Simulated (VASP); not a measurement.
# TaRu (Cmmm) in VASP: notebook, part 2 of 2

VASP 6.6.1.

## 5. Single point, LDA (strain +0.0300 x Voigt [1, 0, 0, 0, 0, 0])

INCAR reads:

```
  PREC = Accurate
  ENCUT = 520
  EDIFF = 1E-6
  ISMEAR = 0
  SIGMA = 0.15
  LREAL = False
  LASPH = True
  NELM = 80
  ALGO = Fast
  ISIF = 2
  LWAVE = False
  LCHARG = True
  LELF = True
  LVHAR = True
  NBANDS = 20
```

KPOINTS reads:

```
Automatic mesh
0
Gamma
  18 18 12
```

POSCAR reads:

```
TaRu
1.0
    1.7037456600     -2.3416130000      0.0000000000
    1.7037456600      2.3416130000      0.0000000000
    0.0000000000      0.0000000000      4.1624230000
Ta Ru
1 1
Direct
    0.5000000000      0.5000000000      0.5000000000
    0.0000000000      0.0000000000      0.0000000000
```

Potentials or basis: VASP PAW LDA potentials, release 64 (Ta_pv, Ru_pv).

Launch:

```
$ cat potpaw_LDA.64/Ta_pv/POTCAR potpaw_LDA.64/Ru_pv/POTCAR > POTCAR
$ mpirun -np 1 vasp_std > vasp.out
```

OUTCAR:

```text
PREC = Accurate
   ENCUT = 520
   EDIFF = 1E-6
   ISMEAR = 0
   LREAL = False
   LASPH = True
   NELM = 80
   ISIF = 2

 ion  position               nearest neighbor table
   1  0.500  0.500  0.500-   2 2.69   2 2.69   2 2.69   2 2.69   2 3.13   2 3.13   2 3.13   2 3.13

   2  0.000  0.000  0.000-   1 2.69   1 2.69   1 2.69   1 2.69   1 3.13   1 3.13   1 3.13   1 3.13

  LATTYP: Found a base centered orthorhombic cell.
 ALAT       =     3.4074913200
 B/A-ratio  =     1.3743911753
 C/A-ratio  =     1.2215505805

  Lattice vectors:

 A1 = (   1.7037456600,  -2.3416130000,   0.0000000000)
 A2 = (   1.7037456600,   2.3416130000,   0.0000000000)
 A3 = (   0.0000000000,   0.0000000000,   4.1624230000)

Analysis of symmetry for initial positions (statically):
=====================================================================
 Subroutine PRICEL returns:
 Original cell was already a primitive cell.

 Routine SETGRP: Setting up the symmetry group for a
 base centered orthorhombic supercell.

 Subroutine GETGRP returns: Found  8 space group operations
 (whereof  8 operations were pure point group operations)
 out of a pool of  8 trial point group operations.

The static configuration has the point symmetry D_2h.

Analysis of symmetry for dynamics (positions and initial velocities):
=====================================================================
 Subroutine PRICEL returns:
 Original cell was already a primitive cell.

 Routine SETGRP: Setting up the symmetry group for a
 base centered orthorhombic supercell.

 Subroutine GETGRP returns: Found  8 space group operations
 (whereof  8 operations were pure point group operations)
 out of a pool of  8 trial point group operations.

The dynamic configuration has the point symmetry D_2h.

 Subroutine INISYM returns: Found  8 space group operations
 (whereof  8 operations are pure point group operations),
 and found     1 'primitive' translations

----------------------------------------------------------------------------------------

                                     Primitive cell

  volume of cell :      33.2121

  direct lattice vectors                    reciprocal lattice vectors
     1.703745660 -2.341613000  0.000000000     0.293471034 -0.213528025  0.000000000
     1.703745660  2.341613000  0.000000000     0.293471034  0.213528025  0.000000000
     0.000000000  0.000000000  4.162423000     0.000000000  0.000000000  0.240244684

  length of vectors
     2.895841970  2.895841970  4.162423000     0.362931764  0.362931764  0.240244684

  position of ions in fractional coordinates (direct lattice)
     0.500000000  0.500000000  0.500000000
     0.000000000  0.000000000  0.000000000

  ion indices of the primitive-cell ions
   primitive index   ion index
                 1           1
                 2           2

----------------------------------------------------------------------------------------

 KPOINTS: Automatic mesh

Automatic generation of k-mesh.
 Grid dimensions read from file:
 generate k-points for:   18   18   12

 Generating k-lattice:

  Cartesian coordinates                     Fractional coordinates (reciprocal lattice)
     0.016303946 -0.011862668  0.000000000     0.055555556 -0.000000000  0.000000000
     0.016303946  0.011862668  0.000000000    -0.000000000  0.055555556  0.000000000
     0.000000000  0.000000000  0.020020390     0.000000000  0.000000000  0.083333333

  Length of vectors
     0.020162876  0.020162876  0.020020390

  Shift w.r.t. Gamma in fractional coordinates (k-lattice)
     0.000000000  0.000000000  0.000000000

 Subroutine IBZKPT returns following result:
 ===========================================

 Found    637 irreducible k-points:

 Following reciprocal coordinates:
            Coordinates               Weight
  0.000000  0.000000  0.000000      1.000000
  0.055556 -0.000000  0.000000      4.000000
  0.111111 -0.000000  0.000000      4.000000
  0.166667  0.000000  0.000000      4.000000
  0.222222  0.000000  0.000000      4.000000
  0.277778  0.000000  0.000000      4.000000
[... 16 lines left out ...]
 -0.277778  0.055556  0.000000      4.000000
 -0.222222  0.055556  0.000000      4.000000
 [... further k-points ...]
   k-points           NKPTS =    637   k-points in BZ     NKDIM =    637   number of bands    NBANDS=     20
   number of dos      NEDOS =    301   number of ions     NIONS =      2
   total plane-waves  NPLWV =  18432
   dimension x,y,z NGX =    24 NGY =   24 NGZ =   32
   dimension x,y,z NGXF=    48 NGYF=   48 NGZF=   64
   ions per type =               1   1
   NGX,Y,Z   is equivalent  to a cutoff of  13.78, 13.78, 12.78 a.u.
   NGXF,Y,Z  is equivalent  to a cutoff of  27.56, 27.56, 25.56 a.u.
 SYSTEM =  unknown system
   PREC   = accura    normal or accurate (medium, high low for compatibility)
   ISTART =      0    job   : 0-new  1-cont  2-samecut
   ICHARG =      2    charge: 1-file 2-atom 10-const
   ISPIN  =      1    spin polarized calculation?
   LNONCOLLINEAR =      F non collinear calculations
   LSORBIT =      F    spin-orbit coupling
   LASPH  =      T    aspherical Exc in radial PAW
   ENCUT  =  520.0 eV  38.22 Ry    6.18 a.u.   5.38  5.38  7.74*2*pi/ulx,y,z
   NELM   =     80;   NELMIN=  2; NELMDL= -5     # of ELM steps
   EDIFF  = 0.1E-05   stopping-criterion for ELM
   LREAL  =      F    real-space projection
   EDIFFG = 0.1E-04   stopping-criterion for IOM
   NSW    =      0    number of steps for IOM
   IBRION =     -1    ionic relax: 0-MD 1-quasi-New 2-CG
   NFREE  =      0    steps in history (QN), initial steepest desc. (CG)
   ISIF   =      2    stress and relaxation
   ISYM   =      2    0-nonsym 1-usesym 2-fastsym
   POTIM  = 0.5000    time-step for ionic-motion
   TEBEG  =    0.0;   TEEND  =   0.0 temperature during run
   PSTRESS=    0.0 pullay stress
   NELECT =      25.0000    total number of electrons
   NUPDOWN=      -1.0000    fix difference up-down
   EMIN   =  10.00;   EMAX   =-10.00  energy-range for DOS
   EFERMI =   0.00;   METHOD = LEGACY
   ISMEAR =     0;   SIGMA  =   0.15  broadening in eV -4-tet -1-fermi 0-gaus
   EFERMI_NEDOS =   21; number of points for ismear=-14 and -15
   IALGO  =     68    algorithm
   IMIX   =      4    mixing-type and parameters
     AMIX     =   0.40;   BMIX     =  1.00
     AMIX_MAG =   1.60;   BMIX_MAG =  1.00
  volume/ion in A,a.u.               =      16.61       112.06
  Fermi-wavevector in a.u.,A,eV,Ry     =   1.489211  2.814200 30.174299  2.217748
  Thomas-Fermi vector in A             =   2.602148
   LORBIT       =      0    0 simple, 1 ext, 2 COOP (PROOUT), +10 PAW based schemes
   GGA     = CA    functional components
   LHFCALC =     F    Hartree Fock is set to
   AEXX    =    0.0000 exact exchange contribution
   IVDW    =     0    specifies the selected vdW correction
   LEPSILON=     F    determine dielectric tensor
   LRPA    =     F    only Hartree local field effects (RPA)
 non-spin polarized calculation
 RMM-DIIS sequential band-by-band and
 Gauss-broadening in eV      SIGMA  =   0.15
  energy-cutoff  :      520.00
  volume of cell :       33.21
 maximum number of plane-waves:       924
 NGX is ok and might be reduce to    24
   NGX = 11   NGY = 11   NGZ = 15

 number of electron      25.0000003 magnetization

 Free energy of the ion-electron system (eV)
  ---------------------------------------------------
  ext. energy  EPLUGINS =         0.00000000
  ---------------------------------------------------
  free energy    TOTEN  =       -23.57493936 eV

  energy without entropy =      -23.54750039  energy(sigma->0) =      -23.56121987

 E-fermi :   8.1742     XC(G=0): -13.1977

 val. band max:        8.1740449955   @ k =   0.2778   0.1667   0.2500
 cond. band min:       8.1749782060   @ k =  -0.1667   0.0556   0.0000
 fundamental gap:      0.0009332105
 Fermi energy:         8.1741856079

 k-point     1 :       0.0000    0.0000    0.0000
  band No.  band energies     occupation
      1     -34.3144      2.00000
      2     -34.0886      2.00000
      3     -33.9532      2.00000
      4     -26.1836      2.00000
      5     -25.8079      2.00000
      6     -25.6671      2.00000
[... 12 lines left out ...]
     19      19.3362      0.00000
     20      20.4446      0.00000

 k-point     2 :       0.0556   -0.0000    0.0000
  band No.  band energies     occupation
      1     -34.3128      2.00000
      2     -34.0923      2.00000
      3     -33.9580      2.00000
      4     -26.1827      2.00000
      5     -25.8203      2.00000
      6     -25.6798      2.00000
[... 498 lines left out ...]
 k-point    24 :      -0.2222    0.0556    0.0000
  band No.  band energies     occupation
      1     -34.2945      2.00000
      2     -34.1545      2.00000
      3     -34.0037      2.00000
      4     -26.1639      2.00000
      5     -26.0565      2.00000
      6     -25.7490      2.00000
[... 12 lines left out ...]
     19      18.3548      0.00000
     20      19.8855      0.00000

 [... further k-points ...]
[... 5 lines left out ...]
  --------------------------------------------------------------------------------------
  -------------------------------------------------------------------------------------
  Total       -3.8431172     -3.6831868     -4.3892727     -0.0000000      0.0000000      0.0000000
  in kB     -185.3950418   -177.6798723   -211.7420219     -0.0000000      0.0000000      0.0000000
  external PRESSURE =    -191.6056453 kB  Pullay stress =       0.0000000 kB

 VOLUME and BASIS-vectors are now :
 -----------------------------------------------------------------------------
  energy-cutoff  :      520.00
  volume of cell :       33.21
      direct lattice vectors                 reciprocal lattice vectors
     1.703745660 -2.341613000  0.000000000     0.293471034 -0.213528025  0.000000000
     1.703745660  2.341613000  0.000000000     0.293471034  0.213528025  0.000000000
     0.000000000  0.000000000  4.162423000     0.000000000  0.000000000  0.240244684

 POSITION                                       TOTAL-FORCE (eV/Angst)
 -----------------------------------------------------------------------------------
      1.70375      0.00000      2.08121        -0.000000     -0.000000      0.000000
      0.00000      0.00000      0.00000         0.000000      0.000000      0.000000
 -----------------------------------------------------------------------------------
    total drift:                                0.000000     -0.000000      0.000000

  FREE ENERGIE OF THE ION-ELECTRON SYSTEM (eV)
  ---------------------------------------------------
  free  energy   TOTEN  =       -23.5749393576 eV

  energy  without entropy=      -23.5475003875  energy(sigma->0) =      -23.56121987
```

stdout:

```text
POSCAR found type information on POSCAR TaRu
 POSCAR found :  2 types and       2 ions
 scaLAPACK will be used
 LDA part: xc-table for (Slater(with rela. corr.)+CA(PZ))
 , standard interpolation
 POSCAR, INCAR and KPOINTS ok, starting setup
 FFT: planning ... GRIDC
 FFT: planning ... GRID_SOFT
 FFT: planning ... GRID
 WAVECAR not read
 entering main loop
WARNING in EDDRMM: call to ZHEGV failed, returncode =   8  4     19
```

It took 8.9 min on 1 thread of Intel Xeon 8259CL, shared host; peak memory 0.5 GiB.

Results:

| Quantity | Value |
| --- | --- |
| Free energy | -23.5749 eV |
| Pressure | -19.2 GPa |

Stress tensor (GPa, compression positive):
```
-18.54   0.00   0.00
  0.00 -17.77   0.00
  0.00   0.00 -21.17
```

Caveat: the cell differs from its parent crystal (strain +0.0300 x Voigt [1, 0, 0, 0, 0, 0]); spin-orbit coupling is left out, which moves the levels of the heavy elements.

## 6. Overview

| cell | further INCAR settings | gap on the mesh (eV) | pressure (GPa) |
| --- | --- | --- | --- |
| a = 2.829, b = 2.829, c = 4.162 Å, angles 90.0, 90.0, 111.7°, 2 atoms | ALGO = Fast; EDIFF = 1e-07; NBANDS = 20 | none | -3.1 |
| a = 2.848, b = 2.848, c = 4.162 Å, angles 90.0, 90.0, 110.6°, 2 atoms | ALGO = Fast; EDIFF = 1e-06; NBANDS = 20 | none | -8.4 |
| a = 2.877, b = 2.877, c = 4.162 Å, angles 90.0, 90.0, 109.0°, 2 atoms | ALGO = Fast; EDIFF = 1e-07; NBANDS = 20 | none | -15.3 |
| a = 2.896, b = 2.896, c = 4.162 Å, angles 90.0, 90.0, 107.9°, 2 atoms | ALGO = Fast; EDIFF = 1e-06; NBANDS = 20 | none | -19.2 |

Alike in all rows: task single point; level LDA; potentials or basis VASP PAW LDA potentials, release 64 (Ta_pv, Ru_pv); no spin polarisation; k mesh 18 × 18 × 12; cutoff (eV) 520; smearing gaussian 0.15 eV.

Caveats: spin-orbit coupling is left out, which moves the levels of the heavy elements.

Absolute energies hang on the potentials; compare differences alone.
